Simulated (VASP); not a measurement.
A run of VASP 6.6.1 is set up as follows.

POSCAR

```
Sb
1.0
    3.4040068100      0.0000000000      0.0000000000
    0.0000000000      3.4040068100      0.0000000000
    0.0000000000      0.0000000000      3.4040068100
Sb
1
Direct
    0.0000000000      0.0000000000      0.0000000000
```

The input INCAR.step1:

```
PREC = Accurate ; ENCUT = 400
EDIFF = 1E-5 ; ISMEAR = -1
SIGMA = 0.1 ; LREAL = F
LASPH = T ; NELM = 120
ALGO = Normal ; ISIF = 2
LWAVE = T ; LCHARG = F
GGA = PE ; NBANDS = 8
GGA_COMPAT = F
```

Contents of INCAR.step2:

```
PREC = Accurate ; ENCUT = 400
EDIFF = 1E-6 ; ISMEAR = -1
SIGMA = 0.1 ; LREAL = F
LASPH = T ; NELM = 120
ALGO = Normal ; ISIF = 2
LWAVE = F ; LCHARG = F
GGA = PE ; LHFCALC = T
AEXX = 0.25 ; PRECFOCK = Normal
IVDW = 13 ; ISTART = 1
NBANDS = 8 ; GGA_COMPAT = F
```

Contents of KPOINTS:

```
Automatic mesh
0
Gamma
  4 4 4
```

Potentials or basis: VASP PAW PBE potentials, release 64 (Sb).

Command:

```sh
$ cat potpaw_PBE.64/Sb/POTCAR > POTCAR
$ cp INCAR.step1 INCAR
$ mpirun -np 1 vasp_std > vasp.out
$ cp INCAR.step2 INCAR
$ mpirun -np 1 vasp_std > vasp.out
```

(1) Predict the pressure.

(2) Estimate the dispersion energy per atom.

Answers

(1) -11.5 GPa.

(2) -0.377 eV.

Caveat: the k points lie up to 0.46 Å⁻¹ apart, too coarse for converged energies and pressures of a metal; the PAW data sets were made with another functional, which shifts forces and pressure a little.
